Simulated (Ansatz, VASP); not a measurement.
**Pb in VASP and in Ansatz**

Contents of POSCAR:

```
Pb
1.0
    3.5831109702      0.0000000000      0.0000000000
   -1.7915554851      3.1030651248      0.0000000000
    0.0000000000      0.0000000000     11.6146472116
Pb
4
Direct
    0.0000000000      0.0000000000      1.0000000000
    0.0000000000      0.0000000000      0.5000000000
    0.3333333333      0.6666666667      0.2500000000
    0.6666666667      0.3333333333      0.7500000000
```

Contents of INCAR.step1:

```
SYSTEM = Pb
PREC = Accurate ; ENCUT = 520
ISMEAR = -1 ; SIGMA = 0.1
LREAL = .FALSE. ; LASPH = .TRUE.
NELM = 100 ; NBANDS = 36
GGA = PE ; ALGO = Normal
EDIFF = 1E-4 ; LWAVE = .TRUE.
LCHARG = .FALSE.
```

The input INCAR.step2:

```
SYSTEM = Pb
PREC = Accurate ; ENCUT = 520
EDIFF = 1E-7 ; ISMEAR = -1
SIGMA = 0.1 ; LREAL = .FALSE.
LASPH = .TRUE. ; NELM = 100
ALGO = Normal ; ISIF = 2
LWAVE = .FALSE. ; LCHARG = .FALSE.
METAGGA = R2SCAN ; LMIXTAU = .TRUE.
NBANDS = 36 ; ISTART = 1
```

The input KPOINTS:

```
Automatic mesh
0
G
  12 12 3
  0 0 0
```

Input for Ansatz:

```yaml
crystal:
  lattice:
    - [3.5831109702, 0.0, 0.0]
    - [-1.7915554851, 3.1030651248, 0.0]
    - [0.0, 0.0, 11.6146472116]
  atoms:
    - { symbol: Pb, position: [0.0, 0.0, 1.0] }
    - { symbol: Pb, position: [0.0, 0.0, 0.5] }
    - { symbol: Pb, position: [0.3333333333, 0.6666666667, 0.25] }
    - { symbol: Pb, position: [0.6666666667, 0.3333333333, 0.75] }
hamiltonian:
  xc: r2scan
  pseudopotentials:
    kind: paw
    azcp:
      Pb: "pseudopotentials/Pb.paw.azcp"
basis:
  ecutwfc: 500
  fft_grid_basis: typed
kpoints:
  mp_grid: { grid: [12, 12, 3], shift: [0, 0, 0] }
magnetization:
  spin_polarized: false
scf:
  occupations: { method: fermi_dirac, width: 0.1 }
  lower_state_search: "off"
output:
  stress: true
```

Alike in both runs: task single point; functional r2SCAN; k mesh 12 × 12 × 3; occupations fermi-dirac, width 0.1 eV; no spin polarisation.

|  | VASP | Ansatz |
| --- | --- | --- |
| version | VASP 6.6.1 | Ansatz 0.2.0 |
| potentials or method | VASP PAW PBE potentials, release 64 (Pb_d), cutoff 520 eV | plane waves (500 eV) with PAW, scalar-relativistic |
| valence electrons in the cell | 56 | 56 |

```tsv
	VASP	Ansatz	Ansatz less VASP
pressure (GPa)	-1.6	-1.5	+0.02
traceless stress, the component that is largest in VASP (GPa)	0.29	0.29	+0.002
```

VASP's potentials were made for PBE, not for r2SCAN. With one functional, cell and mesh, what is left measures potentials, basis and numerics.

Spin-orbit coupling is off throughout.
